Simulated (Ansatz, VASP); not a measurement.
## Si3Sb2Te: VASP beside Ansatz

Contents of INCAR:

```
SYSTEM = Si3Sb2Te
  ALGO = Normal
  EDIFF = 1E-7
  EDIFFG = -0.08
  ENCUT = 500
  GGA = PE
  GGA_COMPAT = .False.
  IBRION = 2
  ISIF = 3
  ISMEAR = 0
  LASPH = .True.
  LCHARG = .False.
  LREAL = .False.
  LWAVE = .False.
  NELM = 120
  NELMIN = 4
  NSW = 36
  PREC = Accurate
  SIGMA = 0.2
```

The input KPOINTS:

```
k-points
0
Gamma
  3 3 3
  0 0 0
```

File POSCAR:

```
Si3Sb2Te
1.0
    5.1680463300      0.0000000000      0.0000000000
    0.0000000000      5.1680463300      0.0000000000
    0.0000000000      0.0000000000      5.6071444700
Si Sb Te
3 2 1
Direct
    0.0000000000      0.0000000000      0.5000000000
    0.5000000000      0.5000000000      0.1582265700
    0.5000000000      0.5000000000      0.8417734300
    0.0000000000      0.5000000000      0.5000000000
    0.5000000000      0.0000000000      0.5000000000
    0.5000000000      0.5000000000      0.5000000000
```

Input for Ansatz:

```yaml
crystal:
  lattice:
    - [5.16804633, 0.0, 0.0]
    - [0.0, 5.16804633, 0.0]
    - [0.0, 0.0, 5.60714447]
  atoms:
    - { symbol: Si, position: [0.0, 0.0, 0.5] }
    - { symbol: Si, position: [0.5, 0.5, 0.15822657] }
    - { symbol: Si, position: [0.5, 0.5, 0.84177343] }
    - { symbol: Sb, position: [0.0, 0.5, 0.5] }
    - { symbol: Sb, position: [0.5, 0.0, 0.5] }
    - { symbol: Te, position: [0.5, 0.5, 0.5] }
basis:
  ecutwfc: 420
kpoints:
  mp_grid: { grid: [3, 3, 3] }
hamiltonian:
  xc: pbe
scf:
  occupations: { method: gaussian, width: 0.2 }
  lower_state_search: "off"
output:
  forces: true
  stress: true
  eigenvalues: true
relax:
  adjacent_minimum: "off"
  f_tol: 0.08
  max_steps: 16
  cell: { stress_tol: 0.8 }
```

Alike in both runs: task relaxation of cell and atoms; functional PBE; k mesh 3 × 3 × 3; occupations gaussian, width 0.2 eV; no spin polarisation.

|  | VASP | Ansatz |
| --- | --- | --- |
| version | VASP 6.6.1 | Ansatz 0.2.0 |
| potentials or method | VASP PAW PBE potentials, release 64 (Si, Sb, Te), cutoff 500 eV | scalar-relativistic, plane waves, PAW |
| valence electrons in the cell | 28 | 58 |

```csv
,VASP,Ansatz,Ansatz less VASP
"gap on the k mesh at the Fermi level, each at its own relaxed structure (eV)",none,none,-
relaxed volume (Å³/atom),44.78,44.82,+0.045
relaxed cell length with the largest relative difference (Å),7.991,7.972,-0.0193
```

A gap of «none» marks a metal or a gap that the smearing closes. VASP's potentials hold 28 valence electrons a cell and Ansatz's 58, so a difference there can come from the potentials and not from the codes.

The k mesh is coarse, so the values compare programs but aren't converged. Spin-orbit coupling is off throughout. Noted on VASP's run: the volume moved by over 15 % at a fixed basis, so the end points are rough.
